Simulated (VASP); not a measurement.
# AgBr (Fm-3m) in VASP: notebook

The runs below take AgBr through single point, with RPBE, PBE, PBE+D3(BJ).

All numbers are computed with VASP 6.6.1; they aren't measurements. Logs are shortened: lines on timing, memory, paths and dates and some standing lists are left out, and cuts for length are marked.

### 1 The cell of the first run

The structure is cubic, space group Fm-3m (No. 225). Conventional cell: a = 5.841 Å, b = 5.841 Å, c = 5.841 Å, α = 90.00°, β = 90.00°, γ = 90.00°. Ag (site symmetry m-3m) has 6 Br at 2.92 Å within 3.8 Å. Within 3.8 Å of Br (site symmetry m-3m) lie 6 Ag at 2.92 Å.

### 2 Single point, RPBE

The input, INCAR:

```
SYSTEM = AgBr
  ALGO = Normal
  EDIFF = 1E-6
  ENCUT = 500
  GGA = RP
  GGA_COMPAT = .False.
  ISIF = 2
  ISMEAR = 0
  LASPH = .True.
  LCHARG = .True.
  LELF = .True.
  LREAL = .False.
  LVHAR = .True.
  LWAVE = .False.
  NBANDS = 16
  NELM = 120
  PREC = Accurate
  SIGMA = 0.05
```

The input, KPOINTS:

```
k-points
0
Gamma
  10 10 10
  0 0 0
```

The input, POSCAR:

```
AgBr
1.0
    0.0000000000      2.9202557431      2.9202557431
    2.9202557431      0.0000000000      2.9202557431
    2.9202557431      2.9202557431      0.0000000000
Ag Br
1 1
Direct
    0.5000000000      0.5000000000      0.5000000000
    0.0000000000      0.0000000000      0.0000000000
```

Potentials or basis: VASP PAW PBE potentials, release 64 (Ag, Br).

Command:

```
$ cat potpaw_PBE.64/Ag/POTCAR potpaw_PBE.64/Br/POTCAR > POTCAR
$ mpirun -np 1 vasp_std > vasp.out
```

OUTCAR:

```text
SYSTEM = AgBr
   EDIFF = 1E-6
   ENCUT = 500
   GGA = RP
   ISIF = 2
   ISMEAR = 0
   LASPH = .True.
   LREAL = .False.
   NELM = 120
   PREC = Accurate

 ion  position               nearest neighbor table
   1  0.500  0.500  0.500-   2 2.92   2 2.92   2 2.92   2 2.92   2 2.92   2 2.92
   2  0.000  0.000  0.000-   1 2.92   1 2.92   1 2.92   1 2.92   1 2.92   1 2.92

  LATTYP: Found a face centered cubic cell.
 ALAT       =     5.8405114862

  Lattice vectors:

 A1 = (   0.0000000000,   2.9202557431,   2.9202557431)
 A2 = (   2.9202557431,   0.0000000000,   2.9202557431)
 A3 = (   2.9202557431,   2.9202557431,   0.0000000000)

Analysis of symmetry for initial positions (statically):
=====================================================================
 Subroutine PRICEL returns:
 Original cell was already a primitive cell.

 Routine SETGRP: Setting up the symmetry group for a
 face centered cubic supercell.

 Subroutine GETGRP returns: Found 48 space group operations
 (whereof 48 operations were pure point group operations)
 out of a pool of 48 trial point group operations.

The static configuration has the point symmetry O_h .

Analysis of symmetry for dynamics (positions and initial velocities):
=====================================================================
 Subroutine PRICEL returns:
 Original cell was already a primitive cell.

 Routine SETGRP: Setting up the symmetry group for a
 face centered cubic supercell.

 Subroutine GETGRP returns: Found 48 space group operations
 (whereof 48 operations were pure point group operations)
 out of a pool of 48 trial point group operations.

The dynamic configuration has the point symmetry O_h .

 Subroutine INISYM returns: Found 48 space group operations
 (whereof 48 operations are pure point group operations),
 and found     1 'primitive' translations

----------------------------------------------------------------------------------------

                                     Primitive cell

  volume of cell :      49.8073

  direct lattice vectors                    reciprocal lattice vectors
     0.000000000  2.920255743  2.920255743    -0.171217881  0.171217881  0.171217881
     2.920255743  0.000000000  2.920255743     0.171217881 -0.171217881  0.171217881
     2.920255743  2.920255743  0.000000000     0.171217881  0.171217881 -0.171217881

  length of vectors
     4.129865277  4.129865277  4.129865277     0.296558069  0.296558069  0.296558069

  position of ions in fractional coordinates (direct lattice)
     0.500000000  0.500000000  0.500000000
     0.000000000  0.000000000  0.000000000

  ion indices of the primitive-cell ions
   primitive index   ion index
                 1           1
                 2           2

----------------------------------------------------------------------------------------

 KPOINTS: k-points

Automatic generation of k-mesh.
 Grid dimensions read from file:
 generate k-points for:   10   10   10

 Generating k-lattice:

  Cartesian coordinates                     Fractional coordinates (reciprocal lattice)
    -0.017121788  0.017121788  0.017121788     0.100000000  0.000000000  0.000000000
     0.017121788 -0.017121788  0.017121788     0.000000000  0.100000000  0.000000000
     0.017121788  0.017121788 -0.017121788     0.000000000  0.000000000  0.100000000

  Length of vectors
     0.029655807  0.029655807  0.029655807

  Shift w.r.t. Gamma in fractional coordinates (k-lattice)
     0.000000000  0.000000000  0.000000000

 Subroutine IBZKPT returns following result:
 ===========================================

 Found     47 irreducible k-points:

 Following reciprocal coordinates:
            Coordinates               Weight
  0.000000  0.000000  0.000000      1.000000
  0.100000  0.000000  0.000000      8.000000
  0.200000  0.000000  0.000000      8.000000
  0.300000  0.000000  0.000000      8.000000
  0.400000  0.000000  0.000000      8.000000
  0.500000  0.000000  0.000000      4.000000
[... 16 lines left out ...]
  0.300000  0.300000  0.000000      6.000000
  0.400000  0.300000  0.000000     24.000000
 [... further k-points ...]
   k-points           NKPTS =     47   k-points in BZ     NKDIM =     47   number of bands    NBANDS=     16
   number of dos      NEDOS =    301   number of ions     NIONS =      2
   total plane-waves  NPLWV =  27000
   dimension x,y,z NGX =    30 NGY =   30 NGZ =   30
   dimension x,y,z NGXF=    60 NGYF=   60 NGZF=   60
   ions per type =               1   1
   NGX,Y,Z   is equivalent  to a cutoff of  12.08, 12.08, 12.08 a.u.
   NGXF,Y,Z  is equivalent  to a cutoff of  24.15, 24.15, 24.15 a.u.
 SYSTEM =  AgBr
   PREC   = accura    normal or accurate (medium, high low for compatibility)
   ISTART =      0    job   : 0-new  1-cont  2-samecut
   ICHARG =      2    charge: 1-file 2-atom 10-const
   ISPIN  =      1    spin polarized calculation?
   LNONCOLLINEAR =      F non collinear calculations
   LSORBIT =      F    spin-orbit coupling
   LASPH  =      T    aspherical Exc in radial PAW
   ENCUT  =  500.0 eV  36.75 Ry    6.06 a.u.   7.53  7.53  7.53*2*pi/ulx,y,z
   NELM   =    120;   NELMIN=  2; NELMDL= -5     # of ELM steps
   EDIFF  = 0.1E-05   stopping-criterion for ELM
   LREAL  =      F    real-space projection
   EDIFFG = 0.1E-04   stopping-criterion for IOM
   NSW    =      0    number of steps for IOM
   IBRION =     -1    ionic relax: 0-MD 1-quasi-New 2-CG
   NFREE  =      0    steps in history (QN), initial steepest desc. (CG)
   ISIF   =      2    stress and relaxation
   ISYM   =      2    0-nonsym 1-usesym 2-fastsym
   POTIM  = 0.5000    time-step for ionic-motion
   TEBEG  =    0.0;   TEEND  =   0.0 temperature during run
   PSTRESS=    0.0 pullay stress
   NELECT =      18.0000    total number of electrons
   NUPDOWN=      -1.0000    fix difference up-down
   EMIN   =  10.00;   EMAX   =-10.00  energy-range for DOS
   EFERMI =   0.00;   METHOD = LEGACY
   ISMEAR =     0;   SIGMA  =   0.05  broadening in eV -4-tet -1-fermi 0-gaus
   EFERMI_NEDOS =   21; number of points for ismear=-14 and -15
   IALGO  =     38    algorithm
   IMIX   =      4    mixing-type and parameters
     AMIX     =   0.40;   BMIX     =  1.00
     AMIX_MAG =   1.60;   BMIX_MAG =  1.00
  volume/ion in A,a.u.               =      24.90       168.06
  Fermi-wavevector in a.u.,A,eV,Ry     =   1.166097  2.203604 18.500969  1.359783
  Thomas-Fermi vector in A             =   2.302615
   LORBIT       =      0    0 simple, 1 ext, 2 COOP (PROOUT), +10 PAW based schemes
   GGA     = RP    functional components
   LHFCALC =     F    Hartree Fock is set to
   AEXX    =    0.0000 exact exchange contribution
   IVDW    =     0    specifies the selected vdW correction
   LEPSILON=     F    determine dielectric tensor
   LRPA    =     F    only Hartree local field effects (RPA)
 non-spin polarized calculation
 Gauss-broadening in eV      SIGMA  =   0.05
  energy-cutoff  :      500.00
  volume of cell :       49.81
 maximum number of plane-waves:      1295
   NGX = 15   NGY = 15   NGZ = 15

 number of electron      18.0000001 magnetization

 Free energy of the ion-electron system (eV)
  ---------------------------------------------------
  ext. energy  EPLUGINS =         0.00000000
  ---------------------------------------------------
  free energy    TOTEN  =        -4.28204370 eV

  energy without entropy =       -4.28204370  energy(sigma->0) =       -4.28204370

 E-fermi :   3.4180     XC(G=0):  -9.3778

 val. band max:        3.1240287618   @ k =   0.5000   0.0000   0.0000
 cond. band min:       3.9853338733   @ k =   0.0000   0.0000   0.0000
 fundamental gap:      0.8613051115
 Fermi energy:         3.4179632014

 k-point     1 :       0.0000    0.0000    0.0000
  band No.  band energies     occupation
      1     -11.5966      2.00000
      2       0.5631      2.00000
      3       0.5631      2.00000
      4       0.5641      2.00000
      5       0.5641      2.00000
      6       0.5641      2.00000
[... 8 lines left out ...]
     15      14.8474      0.00000
     16      14.8474      0.00000

 k-point     2 :       0.1000    0.0000    0.0000
  band No.  band energies     occupation
      1     -11.5630      2.00000
      2       0.2986      2.00000
      3       0.2986      2.00000
      4       0.3844      2.00000
      5       0.5881      2.00000
      6       0.5881      2.00000
[... 8 lines left out ...]
     15      14.1392      0.00000
     16      14.6055      0.00000

 k-point     3 :       0.2000    0.0000    0.0000
  band No.  band energies     occupation
      1     -11.4726      2.00000
      2      -0.2749      2.00000
      3      -0.1021      2.00000
      4      -0.1021      2.00000
      5       0.6521      2.00000
      6       0.6521      2.00000
[... 8 lines left out ...]
     15      14.2215      0.00000
     16      14.3780      0.00000

 k-point     4 :       0.3000    0.0000    0.0000
  band No.  band energies     occupation
      1     -11.3559      2.00000
      2      -0.9949      2.00000
      3      -0.4302      2.00000
      4      -0.4302      2.00000
      5       0.7331      2.00000
      6       0.7331      2.00000
[... 8 lines left out ...]
     15      14.8819      0.00000
     16      14.8819      0.00000
[... 324 lines left out ...]
 k-point    22 :      -0.2000    0.2000    0.0000
  band No.  band energies     occupation
      1     -11.3262      2.00000
      2      -1.0578      2.00000
      3      -0.5564      2.00000
      4      -0.0602      2.00000
      5       0.7006      2.00000
      6       0.7832      2.00000
[... 8 lines left out ...]
     15      16.4920      0.00000
     16      16.5604      0.00000

 k-point    23 :       0.3000    0.3000    0.0000
  band No.  band energies     occupation
      1     -11.3137      2.00000
      2      -1.0510      2.00000
      3       0.3470      2.00000
      4       0.3470      2.00000
      5       0.4150      2.00000
      6       0.6537      2.00000
[... 8 lines left out ...]
     15      16.9651      0.00000
     16      18.3885      0.00000

 k-point    24 :       0.4000    0.3000    0.0000
  band No.  band energies     occupation
      1     -11.2519      2.00000
      2      -1.0429      2.00000
      3       0.0449      2.00000
      4       0.1076      2.00000
      5       0.5308      2.00000
      6       0.8067      2.00000
[... 8 lines left out ...]
     15      17.3732      0.00000
     16      18.1661      0.00000

 [... further k-points ...]
[... 5 lines left out ...]
  --------------------------------------------------------------------------------------
  -------------------------------------------------------------------------------------
  Total        0.8128664      0.8128664      0.8128664      0.0000000      0.0000000     -0.0000000
  in kB       26.1479186     26.1479186     26.1479186      0.0000000      0.0000000     -0.0000000
  external PRESSURE =      26.1479186 kB  Pullay stress =       0.0000000 kB

 VOLUME and BASIS-vectors are now :
 -----------------------------------------------------------------------------
  energy-cutoff  :      500.00
  volume of cell :       49.81
      direct lattice vectors                 reciprocal lattice vectors
     0.000000000  2.920255743  2.920255743    -0.171217881  0.171217881  0.171217881
     2.920255743  0.000000000  2.920255743     0.171217881 -0.171217881  0.171217881
     2.920255743  2.920255743  0.000000000     0.171217881  0.171217881 -0.171217881

 POSITION                                       TOTAL-FORCE (eV/Angst)
 -----------------------------------------------------------------------------------
      2.92026      2.92026      2.92026         0.000000      0.000000      0.000000
      0.00000      0.00000      0.00000        -0.000000     -0.000000     -0.000000
 -----------------------------------------------------------------------------------
    total drift:                                0.000000      0.000000      0.000000

  FREE ENERGIE OF THE ION-ELECTRON SYSTEM (eV)
  ---------------------------------------------------
  free  energy   TOTEN  =        -4.2820437045 eV

  energy  without entropy=       -4.2820437045  energy(sigma->0) =       -4.28204370
```

Run time: 41 s. Hardware: 1 thread of Intel Xeon Platinum 8259CL at 2.50GHz (Skylake/Cascade Lake), shared host; peak memory 0.18 GiB.

What came out:

| Item | Value |
| --- | --- |
| Free energy | -4.2820 eV |
| Pressure | 2.6 GPa |
| Band gap on the k mesh | 0.86 eV, indirect (least direct gap 2.61 eV) |

Levels at points of the mesh, in eV from the valence-band top:
```csv
k point,band 5,band 6,band 7,band 8,band 9,band 10,band 11,band 12,band 13,band 14
"(0.00, 0.00, 0.00)",-2.56,-2.56,-1.75,-1.75,-1.75,0.86,10.00,10.00,10.00,11.50
"(0.50, 0.00, 0.00)",-2.30,-2.30,-1.98,0.00,0.00,4.05,6.39,6.97,6.97,12.34
"(0.50, 0.50, 0.00)",-2.57,-2.42,-2.21,-2.21,-2.13,1.83,7.28,9.02,10.94,10.94
```

Caveat: the PAW data sets were made with another functional, which shifts forces and pressure a little. As with any semilocal functional, this RPBE gap is likely too small.

### 3 Single point, PBE

The input, INCAR:

```
ALGO     = Normal         # electronic algorithm
EDIFF    = 1E-6           # SCF threshold, eV
ENCUT    = 500            # plane-wave cutoff, eV
GGA      = PE             # functional
GGA_COMPAT= F            
ISIF     = 2              # what is computed and relaxed
ISMEAR   = -5             # smearing method
LASPH    = T              # aspherical terms in the spheres
LCHARG   = F              # write CHGCAR
LREAL    = F              # projectors in reciprocal space
LWAVE    = F              # write WAVECAR
NBANDS   = 16             # bands
NELM     = 120            # most SCF steps
PREC     = Accurate       # precision mode
SIGMA    = 0.1            # smearing width, eV
```

The input, KPOINTS:

```
k-points
0
Gamma
  10 10 10
```

POSCAR is that of step 2.

Potentials or basis: VASP PAW PBE potentials, release 64 (Ag, Br).

Command:

```
$ cat potpaw_PBE.64/Ag/POTCAR potpaw_PBE.64/Br/POTCAR > POTCAR
$ mpirun -np 1 vasp_std > vasp.out
```

OUTCAR:

```text
EDIFF = 1E-6
   ENCUT = 500
   GGA = PE
   ISIF = 2
   ISMEAR = -5
   LASPH = T
   LREAL = F
   NELM = 120
   PREC = Accurate

 ion  position               nearest neighbor table
   1  0.500  0.500  0.500-   2 2.92   2 2.92   2 2.92   2 2.92   2 2.92   2 2.92
   2  0.000  0.000  0.000-   1 2.92   1 2.92   1 2.92   1 2.92   1 2.92   1 2.92

  LATTYP: Found a face centered cubic cell.
 ALAT       =     5.8405114862

  Lattice vectors:

[... 642 lines left out ...]

 [... further k-points ...]

------------------------ aborting loop because EDIFF is reached ----------------------------------------

  FORCE on cell =-STRESS in cart. coord.  units (eV):
  Direction    XX          YY          ZZ          XY          YZ          ZX
  --------------------------------------------------------------------------------------
  -------------------------------------------------------------------------------------
  Total       -0.0083514     -0.0083514     -0.0083514      0.0000000      0.0000000      0.0000000
  in kB       -0.2686429     -0.2686429     -0.2686429      0.0000000      0.0000000      0.0000000
  external PRESSURE =      -0.2686429 kB  Pullay stress =       0.0000000 kB

 VOLUME and BASIS-vectors are now :
 -----------------------------------------------------------------------------
  energy-cutoff  :      500.00
  volume of cell :       49.81
      direct lattice vectors                 reciprocal lattice vectors
     0.000000000  2.920255743  2.920255743    -0.171217881  0.171217881  0.171217881
     2.920255743  0.000000000  2.920255743     0.171217881 -0.171217881  0.171217881
     2.920255743  2.920255743  0.000000000     0.171217881  0.171217881 -0.171217881

 POSITION                                       TOTAL-FORCE (eV/Angst)
 -----------------------------------------------------------------------------------
      2.92026      2.92026      2.92026         0.000000      0.000000     -0.000000
      0.00000      0.00000      0.00000        -0.000000     -0.000000      0.000000
 -----------------------------------------------------------------------------------
    total drift:                                0.000000      0.000000      0.000000

  FREE ENERGIE OF THE ION-ELECTRON SYSTEM (eV)
  ---------------------------------------------------
  free  energy   TOTEN  =        -5.0003499374 eV

  energy  without entropy=       -5.0003499374  energy(sigma->0) =       -5.00034994
```

Wall time 41 s (1 thread of Intel Xeon Platinum 8259CL at 2.50GHz (Skylake/Cascade Lake), shared host); peak memory 0.19 GiB.

What came out:

| Item | Value |
| --- | --- |
| Free energy | -5.0003 eV |
| Pressure | 0.0 GPa |
| Band gap on the k mesh | 0.69 eV, indirect (least direct gap 2.44 eV) |

Levels at points of the mesh, in eV from the valence-band top:
```tsv
k point	band 7	band 8	band 9	band 10	band 11	band 12
(0.00, 0.00, 0.00)	-1.75	-1.75	-1.75	0.69	9.93	9.93
(0.50, 0.00, 0.00)	-2.00	0.00	0.00	3.88	6.29	6.86
(0.50, 0.50, 0.00)	-2.23	-2.23	-2.16	1.71	7.15	8.86
```

### 4 Single point, PBE+D3(BJ)

The input, INCAR:

```
SYSTEM = AgBr
ALGO = Normal
EDIFF = 1E-6
ENCUT = 500
GGA = PE
GGA_COMPAT = .False.
ISIF = 2
ISMEAR = 0
IVDW = 12
LASPH = .True.
LCHARG = .False.
LREAL = .False.
LWAVE = .False.
NBANDS = 16
NELM = 120
PREC = Accurate
SIGMA = 0.05
```

The input, KPOINTS:

```
k-points
0
Gamma
  10 10 10
  0 0 0
```

POSCAR is that of step 3.

Command:

```
$ cat potpaw_PBE.64/Ag/POTCAR potpaw_PBE.64/Br/POTCAR > POTCAR
$ mpirun -np 1 vasp_std > vasp.out
```

Wall time 37 s (1 thread of Intel Xeon Platinum 8259CL at 2.50GHz (Skylake/Cascade Lake), shared host); peak memory 0.19 GiB.

Results (log left out):

```yaml
Free_energy: -5.6931 eV
Pressure: -2.3 GPa
Band_gap_on_the_k_mesh: 0.69 eV, indirect (least direct gap 2.44 eV)
Dispersion_energy_per_atom: -0.346 eV
```

Levels at points of the mesh, in eV from the valence-band top:
```
           k point  band 7  band 8  band 9  band 10  band 11  band 12
(0.00, 0.00, 0.00)   -1.75   -1.75   -1.75     0.69     9.93     9.93
(0.50, 0.00, 0.00)   -2.00    0.00    0.00     3.88     6.29     6.86
(0.50, 0.50, 0.00)   -2.23   -2.23   -2.16     1.71     7.15     8.86
```

Caveat: three body term missing. A k mesh can miss the band edges.

(Continued in part 2 of 2.)
